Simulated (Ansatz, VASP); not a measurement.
Sn3Te: VASP beside Ansatz

File INCAR:

```
SYSTEM = Sn3Te
  ALGO = Normal
  EDIFF = 1E-6
  EDIFFG = -0.04
  ENCUT = 600
  GGA = PE
  IBRION = 2
  ISIF = 3
  ISMEAR = 0
  LASPH = .True.
  LCHARG = .False.
  LREAL = .False.
  LWAVE = .False.
  NELM = 100
  NSW = 90
  PREC = Accurate
  SIGMA = 0.1
```

KPOINTS

```
k-points
0
Gamma
  6 6 2
  0 0 0
```

Contents of POSCAR:

```
Sn3Te
1.0
    3.3387561865      0.0000000000      0.0000000000
    0.0000000000      3.3387561865      0.0000000000
    0.0000000000      0.0000000000     10.3094899108
Sn Te
3 1
Direct
    0.5000000000      0.5000000000      0.7318471131
    0.0000000000      0.0000000000      0.5000000000
    0.5000000000      0.5000000000      0.2681528869
    0.0000000000      0.0000000000      0.0000000000
```

Input for Ansatz:

```yaml
crystal:
  lattice:
    - [3.3387561865, 0.0, 0.0]
    - [0.0, 3.3387561865, 0.0]
    - [0.0, 0.0, 10.3094899108]
  atoms:
    - { symbol: Sn, position: [0.5, 0.5, 0.7318471131] }
    - { symbol: Sn, position: [0.0, 0.0, 0.5] }
    - { symbol: Sn, position: [0.5, 0.5, 0.2681528869] }
    - { symbol: Te, position: [0.0, 0.0, 0.0] }
basis:
  ecutwfc: 420
kpoints:
  mp_grid: { grid: [6, 6, 2] }
hamiltonian:
  xc: pbe
scf:
  occupations: { method: gaussian, width: 0.1 }
  lower_state_search: "off"
output:
  forces: true
  stress: true
  eigenvalues: true
relax:
  adjacent_minimum: "off"
  f_tol: 0.04
  max_steps: 70
  cell: { stress_tol: 0.4 }
```

Change from the starting cell: species swapped into the Dy3Mg type (P4/mmm, No. 123).

Alike in both runs: task relaxation of cell and atoms; functional PBE; k mesh 6 × 6 × 2; occupations gaussian, width 0.1 eV; no spin polarisation.

```csv
,VASP,Ansatz
version,VASP 6.6.1,Ansatz 0.2.0
potentials or method,"VASP PAW PBE potentials, release 64 (Sn_d, Te), cutoff 600 eV","scalar-relativistic, plane waves, PAW"
valence electrons in the cell,48,58
```

VASP gave:

- gap on the k mesh at the Fermi level, each at its own relaxed structure (eV): none
- relaxed volume (Å³/atom): 28.47
- relaxed cell length with the largest relative difference (Å): 8.115

Q: Which values does Ansatz return?

A: gap on the k mesh at the Fermi level, each at its own relaxed structure (eV): none; relaxed volume (Å³/atom): 28.44; relaxed cell length with the largest relative difference (Å): 8.147.

A gap of «none» marks a metal or a gap that the smearing closes. VASP's potentials hold 48 valence electrons a cell and Ansatz's 58, so a difference there can come from the potentials and not from the codes.

Neither program's run includes spin-orbit coupling.
